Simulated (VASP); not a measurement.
# KNd2Sb3 (P-6m2) in VASP: further runs

The runs below take KNd2Sb3 through single point, relaxation of shape and atoms at fixed volume, with PBE.

Everything below comes from runs of VASP 6.6.1. Logs are shortened: lines on timing, memory, paths and dates and some standing lists are left out, and cuts for length are marked.

## 1. The cell of the first run

Symmetry: P-6m2, No. 187, hexagonal system. The conventional cell has a = 4.859 Å, b = 4.859 Å, c = 11.074 Å, α = 90.00°, β = 90.00°, γ = 120.00°. Within 4.9 Å of K (site symmetry -6m2) lie 6 Sb at 3.64 Å and 6 Nd at 4.63 Å and 6 K at 4.86 Å. Nd (site symmetry 3m) has 6 Sb at 3.12 to 3.37 Å and 1 Nd at 3.72 Å within 4.1 Å. Sb (site symmetry -6m2) has 2 Sb at 3.22 Å and 6 Nd at 3.37 Å within 4.2 Å. Sb (site symmetry 3m) has 3 Nd at 3.12 Å and 1 Sb at 3.22 Å and 3 K at 3.64 Å within 4.1 Å.

## 2. Single point, PBE

The input, INCAR:

```
PREC = Accurate ; ENCUT = 500
EDIFF = 1E-6 ; ISMEAR = 0
SIGMA = 0.02 ; LREAL = F
LASPH = T ; NELM = 200
ALGO = Normal ; ISIF = 2
LWAVE = F ; LCHARG = F
GGA = PE ; NBANDS = 32
GGA_COMPAT = F ; LMAXMIX = 6
```

The input, KPOINTS:

```
regular mesh
0
Gamma
  6 6 4
```

The input, POSCAR:

```
KNd2Sb3
1.0
    4.8593910493      0.0000000000      0.0000000000
   -2.4296955247      4.2083560956      0.0000000000
    0.0000000000      0.0000000000     11.0743462129
K Nd Sb
1 2 3
Direct
    0.6666666667      0.3333333333      0.0000000000
    0.3333333333      0.6666666667      0.3321520716
    0.3333333333      0.6666666667      0.6678479284
    0.0000000000      0.0000000000      0.5000000000
    0.0000000000      0.0000000000      0.7904477998
    0.0000000000      0.0000000000      0.2095522002
```

Potentials or basis: VASP PAW PBE potentials, release 64 (K_sv, Nd_3, Sb), 4f in core.

Run with:

```sh
$ cat potpaw_PBE.64/K_sv/POTCAR potpaw_PBE.64/Nd_3/POTCAR potpaw_PBE.64/Sb/POTCAR > POTCAR
$ mpirun -np 1 vasp_std > vasp.out
```

OUTCAR:

```text
PREC = Accurate
   ENCUT = 500
   EDIFF = 1E-6
   ISMEAR = 0
   LREAL = F
   LASPH = T
   NELM = 200
   ISIF = 2
   GGA = PE

 ion  position               nearest neighbor table
   1  0.667  0.333  0.000-   5 3.64   6 3.64   5 3.64   6 3.64   5 3.64   6 3.64
   2  0.333  0.667  0.332-   6 3.12   6 3.12   6 3.12   4 3.37   4 3.37   4 3.37   3 3.72
   3  0.333  0.667  0.668-   5 3.12   5 3.12   5 3.12   4 3.37   4 3.37   4 3.37   2 3.72
   4  0.000  0.000  0.500-   5 3.22   6 3.22   2 3.37   3 3.37   2 3.37   3 3.37   2 3.37   3 3.37

   5  0.000  0.000  0.790-   3 3.12   3 3.12   3 3.12   4 3.22   1 3.64   1 3.64   1 3.64
   6  0.000  0.000  0.210-   2 3.12   2 3.12   2 3.12   4 3.22   1 3.64   1 3.64   1 3.64

  LATTYP: Found a hexagonal cell.
 ALAT       =     4.8593910493
 C/A-ratio  =     2.2789576102

  Lattice vectors:

 A1 = (   4.8593910493,   0.0000000000,   0.0000000000)
 A2 = (  -2.4296955247,   4.2083560956,   0.0000000000)
 A3 = (   0.0000000000,   0.0000000000,  11.0743462129)

Analysis of symmetry for initial positions (statically):
=====================================================================
 Subroutine PRICEL returns:
 Original cell was already a primitive cell.

 Routine SETGRP: Setting up the symmetry group for a
 hexagonal supercell.

 Subroutine GETGRP returns: Found 12 space group operations
 (whereof 12 operations were pure point group operations)
 out of a pool of 24 trial point group operations.

The static configuration has the point symmetry D_3h.

Analysis of symmetry for dynamics (positions and initial velocities):
=====================================================================
 Subroutine PRICEL returns:
 Original cell was already a primitive cell.

 Routine SETGRP: Setting up the symmetry group for a
 hexagonal supercell.

 Subroutine GETGRP returns: Found 12 space group operations
 (whereof 12 operations were pure point group operations)
 out of a pool of 24 trial point group operations.

The dynamic configuration has the point symmetry D_3h.

 Subroutine INISYM returns: Found 12 space group operations
 (whereof 12 operations are pure point group operations),
 and found     1 'primitive' translations

----------------------------------------------------------------------------------------

                                     Primitive cell

  volume of cell :     226.4709

  direct lattice vectors                    reciprocal lattice vectors
     4.859391049  0.000000000  0.000000000     0.205787102  0.118811239  0.000000000
    -2.429695525  4.208356096  0.000000000     0.000000000  0.237622477  0.000000000
     0.000000000  0.000000000 11.074346213     0.000000000  0.000000000  0.090298784

  length of vectors
     4.859391049  4.859391049 11.074346213     0.237622477  0.237622477  0.090298784

  position of ions in fractional coordinates (direct lattice)
     0.666666667  0.333333333  0.000000000
     0.333333333  0.666666667  0.332152072
     0.333333333  0.666666667  0.667847928
     0.000000000  0.000000000  0.500000000
     0.000000000  0.000000000  0.790447800
     0.000000000  0.000000000  0.209552200

  ion indices of the primitive-cell ions
   primitive index   ion index
                 1           1
                 2           2
                 3           3
                 4           4
                 5           5
                 6           6

----------------------------------------------------------------------------------------

 KPOINTS: regular mesh

Automatic generation of k-mesh.
 Grid dimensions read from file:
 generate k-points for:    6    6    4

 Generating k-lattice:

  Cartesian coordinates                     Fractional coordinates (reciprocal lattice)
     0.034297850  0.019801873  0.000000000     0.166666667  0.000000000  0.000000000
     0.000000000  0.039603746  0.000000000     0.000000000  0.166666667  0.000000000
     0.000000000  0.000000000  0.022574696     0.000000000  0.000000000  0.250000000

  Length of vectors
     0.039603746  0.039603746  0.022574696

  Shift w.r.t. Gamma in fractional coordinates (k-lattice)
     0.000000000  0.000000000  0.000000000

 Subroutine IBZKPT returns following result:
 ===========================================

 Found     21 irreducible k-points:

 Following reciprocal coordinates:
            Coordinates               Weight
  0.000000  0.000000  0.000000      1.000000
  0.166667  0.000000  0.000000      6.000000
  0.333333  0.000000  0.000000      6.000000
  0.500000  0.000000  0.000000      3.000000
  0.166667  0.166667  0.000000      6.000000
  0.333333  0.166667  0.000000     12.000000
[... 13 lines left out ...]
  0.333333  0.166667  0.500000     12.000000
  0.333333  0.333333  0.500000      2.000000
   k-points           NKPTS =     21   k-points in BZ     NKDIM =     21   number of bands    NBANDS=     32
   number of dos      NEDOS =    301   number of ions     NIONS =      6
   total plane-waves  NPLWV = 108864
   dimension x,y,z NGX =    36 NGY =   36 NGZ =   84
   dimension x,y,z NGXF=    72 NGYF=   72 NGZF=  168
   ions per type =               1   2   3
   NGX,Y,Z   is equivalent  to a cutoff of  12.32, 12.32, 12.61 a.u.
   NGXF,Y,Z  is equivalent  to a cutoff of  24.63, 24.63, 25.22 a.u.
 SYSTEM =  unknown system
   PREC   = accura    normal or accurate (medium, high low for compatibility)
   ISTART =      0    job   : 0-new  1-cont  2-samecut
   ICHARG =      2    charge: 1-file 2-atom 10-const
   ISPIN  =      1    spin polarized calculation?
   LNONCOLLINEAR =      F non collinear calculations
   LSORBIT =      F    spin-orbit coupling
   LASPH  =      T    aspherical Exc in radial PAW
   ENCUT  =  500.0 eV  36.75 Ry    6.06 a.u.   8.86  8.86 20.19*2*pi/ulx,y,z
   NELM   =    200;   NELMIN=  2; NELMDL= -5     # of ELM steps
   EDIFF  = 0.1E-05   stopping-criterion for ELM
   LREAL  =      F    real-space projection
   EDIFFG = 0.1E-04   stopping-criterion for IOM
   NSW    =      0    number of steps for IOM
   IBRION =     -1    ionic relax: 0-MD 1-quasi-New 2-CG
   NFREE  =      0    steps in history (QN), initial steepest desc. (CG)
   ISIF   =      2    stress and relaxation
   ISYM   =      2    0-nonsym 1-usesym 2-fastsym
   POTIM  = 0.5000    time-step for ionic-motion
   TEBEG  =    0.0;   TEEND  =   0.0 temperature during run
   PSTRESS=    0.0 pullay stress
   NELECT =      46.0000    total number of electrons
   NUPDOWN=      -1.0000    fix difference up-down
   EMIN   =  10.00;   EMAX   =-10.00  energy-range for DOS
   EFERMI =   0.00;   METHOD = LEGACY
   ISMEAR =     0;   SIGMA  =   0.02  broadening in eV -4-tet -1-fermi 0-gaus
   EFERMI_NEDOS =   21; number of points for ismear=-14 and -15
   IALGO  =     38    algorithm
   IMIX   =      4    mixing-type and parameters
     AMIX     =   0.40;   BMIX     =  1.00
     AMIX_MAG =   1.60;   BMIX_MAG =  1.00
  volume/ion in A,a.u.               =      37.75       254.72
  Fermi-wavevector in a.u.,A,eV,Ry     =   0.962328  1.818537 12.600028  0.926076
  Thomas-Fermi vector in A             =   2.091778
   LORBIT       =      0    0 simple, 1 ext, 2 COOP (PROOUT), +10 PAW based schemes
   GGA     = PE    functional components
   LHFCALC =     F    Hartree Fock is set to
   AEXX    =    0.0000 exact exchange contribution
   IVDW    =     0    specifies the selected vdW correction
   LEPSILON=     F    determine dielectric tensor
   LRPA    =     F    only Hartree local field effects (RPA)
 non-spin polarized calculation
 Gauss-broadening in eV      SIGMA  =   0.02
  energy-cutoff  :      500.00
  volume of cell :      226.47
 maximum number of plane-waves:      5817
 NGX is ok and might be reduce to    36
   NGX = 17   NGY = 17   NGZ = 41

 number of electron      45.9999999 magnetization

 Free energy of the ion-electron system (eV)
  ---------------------------------------------------
  ext. energy  EPLUGINS =         0.00000000
  ---------------------------------------------------
  free energy    TOTEN  =       -27.57885027 eV

  energy without entropy =      -27.57885027  energy(sigma->0) =      -27.57885027

 E-fermi :   3.1836     XC(G=0):  -8.4450

 val. band max:        3.0496432138   @ k =   0.3333   0.3333   0.5000
 cond. band min:       3.8407233337   @ k =   0.5000   0.0000   0.0000
 fundamental gap:      0.7910801199
 Fermi energy:         3.1836387589

 k-point     1 :       0.0000    0.0000    0.0000
  band No.  band energies     occupation
      1     -34.9033      2.00000
      2     -34.8858      2.00000
      3     -27.2362      2.00000
      4     -16.1651      2.00000
      5     -16.0303      2.00000
      6     -16.0303      2.00000
[... 24 lines left out ...]
     31       6.5445      0.00000
     32       7.0010      0.00000

 k-point     2 :       0.1667    0.0000    0.0000
  band No.  band energies     occupation
      1     -34.9026      2.00000
      2     -34.8851      2.00000
      3     -27.2358      2.00000
      4     -16.1595      2.00000
      5     -16.0544      2.00000
      6     -16.0349      2.00000
[... 24 lines left out ...]
     31       6.4006      0.00000
     32       6.5630      0.00000

 k-point     3 :       0.3333    0.0000    0.0000
  band No.  band energies     occupation
      1     -34.9013      2.00000
      2     -34.8839      2.00000
      3     -27.2349      2.00000
      4     -16.1483      2.00000
      5     -16.1018      2.00000
      6     -16.0626      2.00000
[... 24 lines left out ...]
     31       6.5480      0.00000
     32       7.3881      0.00000

 k-point     4 :       0.5000    0.0000    0.0000
  band No.  band energies     occupation
      1     -34.9007      2.00000
      2     -34.8833      2.00000
      3     -27.2344      2.00000
      4     -16.1427      2.00000
      5     -16.1251      2.00000
      6     -16.0827      2.00000
[... 549 lines left out ...]
     31       6.6657      0.00000
     32       7.1226      0.00000

 k-point    20 :       0.3333    0.1667    0.5000
  band No.  band energies     occupation
      1     -34.9007      2.00000
      2     -34.8833      2.00000
      3     -27.2344      2.00000
      4     -16.1426      2.00000
      5     -16.1159      2.00000
      6     -16.0744      2.00000
[... 24 lines left out ...]
     31       6.4895      0.00000
     32       7.0942      0.00000

 k-point    21 :       0.3333    0.3333    0.5000
  band No.  band energies     occupation
      1     -34.9003      2.00000
      2     -34.8829      2.00000
      3     -27.2342      2.00000
      4     -16.1398      2.00000
      5     -16.1149      2.00000
      6     -16.0735      2.00000
[... 24 lines left out ...]
     31       6.9081      0.00000
     32       7.0300      0.00000

------------------------ aborting loop because EDIFF is reached ----------------------------------------

  FORCE on cell =-STRESS in cart. coord.  units (eV):
  Direction    XX          YY          ZZ          XY          YZ          ZX
  --------------------------------------------------------------------------------------
  -------------------------------------------------------------------------------------
  Total        0.2544904      0.2544904      0.1574270     -0.0000000      0.0000000      0.0000000
  in kB        1.8004025      1.8004025      1.1137235     -0.0000000      0.0000000      0.0000000
  external PRESSURE =       1.5715095 kB  Pullay stress =       0.0000000 kB

 VOLUME and BASIS-vectors are now :
 -----------------------------------------------------------------------------
  energy-cutoff  :      500.00
  volume of cell :      226.47
      direct lattice vectors                 reciprocal lattice vectors
     4.859391049  0.000000000  0.000000000     0.205787102  0.118811239  0.000000000
    -2.429695525  4.208356096  0.000000000     0.000000000  0.237622477  0.000000000
     0.000000000  0.000000000 11.074346213     0.000000000  0.000000000  0.090298784

 POSITION                                       TOTAL-FORCE (eV/Angst)
 -----------------------------------------------------------------------------------
      2.42970      1.40279      0.00000        -0.000000      0.000000      0.000000
     -0.00000      2.80557      3.67837         0.000000      0.000000      0.000629
     -0.00000      2.80557      7.39598        -0.000000      0.000000     -0.000629
      0.00000      0.00000      5.53717         0.000000     -0.000000      0.000000
      0.00000      0.00000      8.75369         0.000000      0.000000      0.024591
      0.00000      0.00000      2.32065         0.000000     -0.000000     -0.024591
 -----------------------------------------------------------------------------------
    total drift:                                0.000000     -0.000000      0.000000

  FREE ENERGIE OF THE ION-ELECTRON SYSTEM (eV)
  ---------------------------------------------------
  free  energy   TOTEN  =       -27.5788502736 eV

  energy  without entropy=      -27.5788502736  energy(sigma->0) =      -27.57885027
```

Wall time 1.7 min (1 thread of Intel Xeon Platinum 8488C (Sapphire Rapids), shared host); peak memory 0.4 GiB.

What came out:

| Item | Value |
| --- | --- |
| Free energy | -27.5789 eV |
| Pressure | 0.2 GPa |
| Largest force | 0.025 eV/Å |
| Band gap on the k mesh | 0.79 eV (least direct gap 1.10 eV) |

Forces on the atoms (eV/Å):
```
K    0.000  0.000  0.000
Nd   0.000  0.000  0.001
Nd   0.000  0.000 -0.001
Sb   0.000  0.000  0.000
Sb   0.000  0.000  0.025
Sb   0.000  0.000 -0.025
```

Levels at points of the mesh, in eV from the valence-band top:
| k point | band 19 | band 20 | band 21 | band 22 | band 23 | band 24 | band 25 | band 26 | band 27 | band 28 |
| --- | --- | --- | --- | --- | --- | --- | --- | --- | --- | --- |
| (0.00, 0.00, 0.00) | -1.64 | -0.93 | -0.93 | -0.42 | -0.42 | 1.34 | 2.14 | 2.14 | 2.60 | 2.61 |
| (0.50, 0.00, 0.00) | -1.35 | -1.31 | -0.91 | -0.72 | -0.69 | 0.79 | 1.51 | 2.27 | 2.31 | 2.63 |
| (0.00, 0.00, 0.50) | -0.97 | -0.97 | -0.88 | -0.37 | -0.37 | 1.17 | 1.74 | 2.06 | 2.06 | 2.89 |
| (0.50, 0.00, 0.50) | -1.36 | -1.09 | -0.72 | -0.69 | -0.34 | 1.08 | 1.25 | 1.50 | 2.31 | 2.64 |

Caveat: spin-orbit coupling is left out, which moves the levels of the heavy elements; the 4f electrons are frozen in the core, so they carry no moment and show no levels. Spin polarisation is off, so any magnetic state and its effect on volume and gap are missing.

[end of part 1 of 3]
